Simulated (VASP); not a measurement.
# Si2N (P6_422) in VASP: notebook

The runs below take Si2N through single point, with PBE.

All numbers are computed with VASP 6.6.1; they aren't measurements. Logs are shortened: lines on timing, memory, paths and dates and some standing lists are left out, and cuts for length are marked.

## (1) The cell of the first run

Symmetry: P6_422, No. 181, hexagonal system. The conventional cell has a = 4.542 Å, b = 4.542 Å, c = 6.238 Å, α = 90.00°, β = 90.00°, γ = 120.00°. Within 3.3 Å of N (site symmetry 222) lie 10 Si at 2.47 to 2.68 Å and 4 N at 3.08 Å. Si (site symmetry 2) has 9 Si at 2.43 to 3.16 Å and 5 N at 2.47 to 2.68 Å within 3.2 Å.

## (2) Single point, PBE

The input, INCAR:

```
  PREC = Accurate
  ENCUT = 520
  EDIFF = 1E-6
  ISMEAR = 0
  SIGMA = 0.0587
  LREAL = F
  LASPH = T
  NELM = 60
  ALGO = Normal
  ISIF = 2
  LWAVE = F
  LCHARG = F
  GGA = PE
  NBANDS = 30
```

The input, KPOINTS:

```
Automatic mesh
0
Gamma
  9 9 6
```

The input, POSCAR:

```
Si2N
1.0
    4.5418170000      0.0000000000      0.0000000000
   -2.2709080000      3.9333300000      0.0000000000
    0.0000000000      0.0000000000      6.2375330000
N Si
3 6
Direct
    0.5000000000      0.0000000000      0.0000000000
    0.5000000000      0.5000000000      0.6666700000
    0.0000000000      0.5000000000      0.3333300000
    0.1589700000      0.3179400000      0.0000000000
    0.8410300000      0.1589700000      0.6666700000
    0.6820600000      0.8410300000      0.3333300000
    0.8410300000      0.6820600000      0.0000000000
    0.1589700000      0.8410300000      0.6666700000
    0.3179400000      0.1589700000      0.3333300000
```

Potentials or basis: VASP PAW PBE potentials, release 64 (N, Si).

Started as:

```sh
> cat potpaw_PBE.64/N/POTCAR potpaw_PBE.64/Si/POTCAR > POTCAR
> mpirun -np 1 vasp_std > vasp.out
```

OUTCAR:

```text
PREC = Accurate
   ENCUT = 520
   EDIFF = 1E-6
   ISMEAR = 0
   LREAL = F
   LASPH = T
   NELM = 60
   ISIF = 2
   GGA = PE

 ion  position               nearest neighbor table
   1  0.500  0.000  0.000-
   2  0.500  0.500  0.667-
   3  0.000  0.500  0.333-
   4  0.159  0.318  0.000-   9 2.43   5 2.43   7 2.50   7 2.68   7 2.68   8 3.00   6 3.00
   5  0.841  0.159  0.667-   4 2.43   6 2.43   8 2.50   8 2.68   8 2.68   7 3.00   9 3.00
   6  0.682  0.841  0.333-   7 2.43   5 2.43   9 2.50   9 2.68   9 2.68   4 3.00   8 3.00
   7  0.841  0.682  0.000-   6 2.43   8 2.43   4 2.50   4 2.68   4 2.68   5 3.00   9 3.00
   8  0.159  0.841  0.667-   7 2.43   9 2.43   5 2.50   5 2.68   5 2.68   4 3.00   6 3.00
   9  0.318  0.159  0.333-   4 2.43   8 2.43   6 2.50   6 2.68   6 2.68   7 3.00   5 3.00

  LATTYP: Found a hexagonal cell.
 ALAT       =     4.5418170000
 C/A-ratio  =     1.3733563021

  Lattice vectors:

 A1 = (   4.5418170000,   0.0000000000,   0.0000000000)
 A2 = (  -2.2709080000,   3.9333300000,   0.0000000000)
 A3 = (   0.0000000000,   0.0000000000,   6.2375330000)

Analysis of symmetry for initial positions (statically):
=====================================================================
 Subroutine PRICEL returns:
 Original cell was already a primitive cell.

 Routine SETGRP: Setting up the symmetry group for a
 hexagonal supercell.

 Subroutine GETGRP returns: Found  4 space group operations
 (whereof  4 operations were pure point group operations)
 out of a pool of 24 trial point group operations.

The static configuration has the point symmetry D_2 .

Analysis of symmetry for dynamics (positions and initial velocities):
=====================================================================
 Subroutine PRICEL returns:
 Original cell was already a primitive cell.

 Routine SETGRP: Setting up the symmetry group for a
 hexagonal supercell.

 Subroutine GETGRP returns: Found  4 space group operations
 (whereof  4 operations were pure point group operations)
 out of a pool of 24 trial point group operations.

The dynamic configuration has the point symmetry D_2 .

 Subroutine INISYM returns: Found  4 space group operations
 (whereof  4 operations are pure point group operations),
 and found     1 'primitive' translations

[... 107 lines left out ...]
   NELM   =     60;   NELMIN=  2; NELMDL= -5     # of ELM steps
   EDIFF  = 0.1E-05   stopping-criterion for ELM
   LREAL  =      F    real-space projection
[... 7 lines left out ...]
   TEBEG  =    0.0;   TEEND  =   0.0 temperature during run
   PSTRESS=    0.0 pullay stress
   NELECT =      39.0000    total number of electrons
   NUPDOWN=      -1.0000    fix difference up-down
   EMIN   =  10.00;   EMAX   =-10.00  energy-range for DOS
   EFERMI =   0.00;   METHOD = LEGACY
   ISMEAR =     0;   SIGMA  =   0.06  broadening in eV -4-tet -1-fermi 0-gaus
   EFERMI_NEDOS =   21; number of points for ismear=-14 and -15
   IALGO  =     38    algorithm
   IMIX   =      4    mixing-type and parameters
     AMIX     =   0.40;   BMIX     =  1.00
     AMIX_MAG =   1.60;   BMIX_MAG =  1.00
  volume/ion in A,a.u.               =      12.38        83.55
  Fermi-wavevector in a.u.,A,eV,Ry     =   1.153707  2.180190 18.109887  1.331039
  Thomas-Fermi vector in A             =   2.290349
   LORBIT       =      0    0 simple, 1 ext, 2 COOP (PROOUT), +10 PAW based schemes
   GGA     = PE    functional components
   LHFCALC =     F    Hartree Fock is set to
   AEXX    =    0.0000 exact exchange contribution
   IVDW    =     0    specifies the selected vdW correction
   LEPSILON=     F    determine dielectric tensor
   LRPA    =     F    only Hartree local field effects (RPA)
 non-spin polarized calculation
 Gauss-broadening in eV      SIGMA  =   0.06
  energy-cutoff  :      520.00
  volume of cell :      111.43
 maximum number of plane-waves:      3077
 NGX is ok and might be reduce to    36
   NGX = 17   NGY = 17   NGZ = 23

 number of electron      38.9999997 magnetization

 Free energy of the ion-electron system (eV)
  ---------------------------------------------------
  ext. energy  EPLUGINS =         0.00000000
  ---------------------------------------------------
  free energy    TOTEN  =       -46.00607925 eV

  energy without entropy =      -45.99636713  energy(sigma->0) =      -46.00122319

 E-fermi :   8.6370     XC(G=0): -11.3188

 val. band max:        8.6290783018   @ k =   0.0000   0.1111   0.3333
 cond. band min:       8.6570410783   @ k =   0.4444  -0.0000   0.3333
 fundamental gap:      0.0279627765
 Fermi energy:         8.6369878552

 k-point     1 :       0.0000    0.0000    0.0000
  band No.  band energies     occupation
      1      -7.3672      2.00000
      2      -5.0318      2.00000
      3      -5.0317      2.00000
      4      -0.4172      2.00000
      5      -0.3380      2.00000
      6      -0.3380      2.00000
[... 781 lines left out ...]
     29      13.1810      0.00000
     30      13.3118      0.00000

 [... further k-points ...]

------------------------ aborting loop because EDIFF is reached ----------------------------------------

  FORCE on cell =-STRESS in cart. coord.  units (eV):
  Direction    XX          YY          ZZ          XY          YZ          ZX
  --------------------------------------------------------------------------------------
  -------------------------------------------------------------------------------------
  Total       -5.0911476     -5.0910973     -6.8743027     -0.0000006      0.0000000      0.0000000
  in kB      -73.2020763    -73.2013525    -98.8408253     -0.0000093      0.0000000      0.0000000
  external PRESSURE =     -81.7480847 kB  Pullay stress =       0.0000000 kB

 VOLUME and BASIS-vectors are now :
 -----------------------------------------------------------------------------
  energy-cutoff  :      520.00
  volume of cell :      111.43
      direct lattice vectors                 reciprocal lattice vectors
     4.541817000  0.000000000  0.000000000     0.220176198  0.127118724  0.000000000
    -2.270908000  3.933330000  0.000000000     0.000000000  0.254237504  0.000000000
     0.000000000  0.000000000  6.237533000     0.000000000  0.000000000  0.160319793

 POSITION                                       TOTAL-FORCE (eV/Angst)
 -----------------------------------------------------------------------------------
      2.27091      0.00000      0.00000         0.000000      0.000000      0.000000
      1.13545      1.96667      4.15838         0.000000      0.000000      0.000172
     -1.13545      1.96667      2.07916         0.000000      0.000000     -0.000172
      0.00000      1.25056      0.00000         0.000000      1.124874      0.000000
      3.45880      0.62528      4.15838        -0.974123      0.562232     -0.000095
      1.18789      3.30805      2.07916        -0.974123     -0.562232      0.000095
      2.27091      2.68277      0.00000        -0.000000     -1.124874      0.000000
     -1.18789      3.30805      4.15838         0.974123     -0.562232     -0.000095
      1.08302      0.62528      2.07916         0.974123      0.562232      0.000095
 -----------------------------------------------------------------------------------
    total drift:                                0.000000     -0.000000      0.000000

  FREE ENERGIE OF THE ION-ELECTRON SYSTEM (eV)
  ---------------------------------------------------
  free  energy   TOTEN  =       -46.0060792546 eV

  energy  without entropy=      -45.9963671275  energy(sigma->0) =      -46.00122319
```

OSZICAR:

```text
N       E                     dE             d eps       ncg     rms          rms(c)
DAV:   1     0.107241731132E+03    0.10724E+03   -0.16988E+04  6000   0.114E+03
DAV:   2    -0.377025546479E+02   -0.14494E+03   -0.13740E+03  7536   0.194E+02
DAV:   3    -0.485652082989E+02   -0.10863E+02   -0.10599E+02  7790   0.497E+01
DAV:   4    -0.487522825446E+02   -0.18707E+00   -0.18631E+00  7490   0.711E+00
DAV:   5    -0.487551409611E+02   -0.28584E-02   -0.28573E-02  7660   0.800E-01    0.119E+01
DAV:   6    -0.475250016900E+02    0.12301E+01   -0.25898E+01  7928   0.234E+01    0.989E+00
DAV:   7    -0.460128770859E+02    0.15121E+01   -0.60442E+00  7702   0.113E+01    0.346E+00
DAV:   8    -0.460209940400E+02   -0.81170E-02   -0.88379E-01  7222   0.451E+00    0.939E-01
DAV:   9    -0.460057203740E+02    0.15274E-01   -0.48757E-02  7518   0.105E+00    0.285E-01
DAV:  10    -0.460061625847E+02   -0.44221E-03   -0.69187E-03  7180   0.444E-01    0.164E-01
DAV:  11    -0.460061053805E+02    0.57204E-04   -0.52448E-04  8878   0.113E-01    0.859E-02
DAV:  12    -0.460060843096E+02    0.21071E-04   -0.22945E-04  8524   0.694E-02    0.426E-02
DAV:  13    -0.460060839712E+02    0.33840E-06   -0.52301E-05  7260   0.348E-02    0.163E-02
DAV:  14    -0.460060813885E+02    0.25827E-05   -0.58599E-06  7098   0.121E-02    0.998E-03
DAV:  15    -0.460060801090E+02    0.12795E-05   -0.10826E-06  4452   0.542E-03    0.476E-03
DAV:  16    -0.460060792546E+02    0.85436E-06   -0.79091E-07  4272   0.431E-03
   1 F= -.46006079E+02 E0= -.46001223E+02  d E =-.971213E-02
```

Wall time 10 min (1 thread of Intel Xeon 8259CL, shared host); peak memory 0.4 GiB.

What came out:

```yaml
Free_energy: -46.0061 eV
Pressure: -8.2 GPa
Largest_force: 1.125 eV/Å
Band_gap_on_the_k_mesh: zero (an odd number of electrons rules out a gap without spin polarisation)
```

Forces in eV/Å, atoms in the order of the input:
```
N    0.000  0.000  0.000
N    0.000  0.000  0.000
N    0.000  0.000  0.000
Si   0.000  1.125  0.000
Si  -0.974  0.562  0.000
Si  -0.974 -0.562  0.000
Si   0.000 -1.125  0.000
Si   0.974 -0.562  0.000
Si   0.974  0.562  0.000
```

Caveat: the cell stands under tension; forces of over 1 eV/Å act on the atoms, so gaps and moduli don't describe the material at rest.

## (3) Single point, PBE

This run uses another cell than the first one, of 10.87 Å³/atom.

The input, INCAR:

```
  PREC = Accurate
  ENCUT = 520
  EDIFF = 1E-6
  ISMEAR = 0
  SIGMA = 0.0587
  LREAL = False
  LASPH = True
  NELM = 100
  ALGO = Normal
  ISIF = 2
  LWAVE = False
  LCHARG = False
  GGA = PE
  NBANDS = 30
```

The input, KPOINTS:

```
Automatic mesh
0
Gamma
  8 8 5
```

The input, POSCAR:

```
Si2N
1.0
    5.4199139684     -0.0000003445      0.0000000000
   -2.7099566859      4.6937833552      0.0000000000
    0.0000000000      0.0000000000      3.8442580001
N Si
3 6
Direct
    0.5000000000      0.0000000000      0.0000000000
    0.5000000000      0.5000000000      0.6666666667
    0.0000000000      0.5000000000      0.3333333333
    0.1962450535      0.3924901069      0.0000000000
    0.8037549465      0.1962450535      0.6666666667
    0.6075098931      0.8037549465      0.3333333333
    0.8037549465      0.6075098931      0.0000000000
    0.1962450535      0.8037549465      0.6666666667
    0.3924901069      0.1962450535      0.3333333333
```

Potentials or basis: VASP PAW PBE potentials, release 64 (N, Si).

Started as:

```sh
> cat potpaw_PBE.64/N/POTCAR potpaw_PBE.64/Si/POTCAR > POTCAR
> mpirun -np 1 vasp_std > vasp.out
```

Wall time 1.9 min (1 thread of Intel Xeon 8259CL, shared host); peak memory 0.23 GiB.

It converged, with:

| Quantity | Value |
| --- | --- |
| Free energy | -54.3196 eV |
| Pressure | 19.9 GPa |
| Largest force | 0.009 eV/Å |
| Band gap on the k mesh | zero (an odd number of electrons rules out a gap without spin polarisation) |

Forces in eV/Å, atoms in the order of the input:
```
N    0.000  0.000  0.000
N    0.000  0.000  0.000
N    0.000  0.000  0.000
Si   0.000 -0.009  0.000
Si   0.008 -0.005  0.000
Si   0.008  0.005  0.000
Si   0.000  0.009  0.000
Si  -0.008  0.005  0.000
Si  -0.008 -0.005  0.000
```

Levels at points of the mesh, in eV from the Fermi level:
```
           k point  band 17  band 18  band 19  band 20  band 21  band 22
(0.00, 0.00, 0.00)    -1.54    -1.54    -0.90     1.57     1.57     2.24
(0.50, 0.00, 0.00)    -2.06    -1.78    -0.93    -0.17     0.98     1.21
```

Caveat: the cell stands under pressure.
